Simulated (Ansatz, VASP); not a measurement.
## Two plane-wave programs on In3Se

INCAR

```
PREC = Accurate
ENCUT = 520
EDIFF = 1E-6
ISMEAR = 0
SIGMA = 0.15
LREAL = F
LASPH = T
NELM = 100
ALGO = Normal
ISIF = 2
LWAVE = F
LCHARG = F
GGA = PS
IVDW = 12
NBANDS = 30
```

KPOINTS

```
regular mesh
0
Gamma
  10 10 10
```

Contents of POSCAR:

```
In3Se
1.0
    4.5878535042      0.0000000000      0.0000000000
    0.0000000000      4.5878535042      0.0000000000
    0.0000000000      0.0000000000      4.5878535042
In Se
3 1
Direct
    0.0000000000      0.5000000000      0.5000000000
    0.5000000000      0.0000000000      0.5000000000
    0.5000000000      0.5000000000      0.0000000000
   -0.0490425424      0.0000000000      0.0000000000
```

Input for Ansatz:

```yaml
crystal:
  lattice:
    - [4.5878535042, 0.0, 0.0]
    - [0.0, 4.5878535042, 0.0]
    - [0.0, 0.0, 4.5878535042]
  atoms:
    - { symbol: In, position: [0.0, 0.5, 0.5] }
    - { symbol: In, position: [0.5, 0.0, 0.5] }
    - { symbol: In, position: [0.5, 0.5, 0.0] }
    - { symbol: Se, position: [-0.0490425424, 0.0, 0.0] }
basis:
  ecutwfc: 420
kpoints:
  mp_grid: { grid: [10, 10, 10] }
hamiltonian:
  xc: pbesol
  dispersion: d3bj
scf:
  occupations: { method: gaussian, width: 0.15 }
output:
  forces: true
  stress: true
  eigenvalues: true
```

Alike in both runs: task single point; functional PBEsol; dispersion D3(BJ); k mesh 10 × 10 × 10; occupations gaussian, width 0.15 eV; no spin polarisation.

```csv
,VASP,Ansatz
version,VASP 6.6.1,Ansatz 0.2.0
potentials or method,"VASP PAW PBE potentials, release 64 (In_d, Se), cutoff 520 eV","scalar-relativistic, plane waves, PAW"
valence electrons in the cell,45,55
```

```tsv
	VASP	Ansatz	Ansatz less VASP
gap on the k mesh at the Fermi level (eV)	none	none	-
pressure (GPa)	0.3	0.3	0.00
traceless stress, the component that is largest in VASP (GPa)	-0.32	-0.32	0.000
rms of the force components (eV/Å)	0.094	0.092	-0.0016
```

VASP's potentials were made for PBE, not for PBEsol. Atom by atom the forces differ by 0.002 eV/Å (rms over components). A gap of «none» marks a metal or a gap that the smearing closes. VASP's potentials hold 45 valence electrons a cell and Ansatz's 55, so a difference there can come from the potentials and not from the codes.
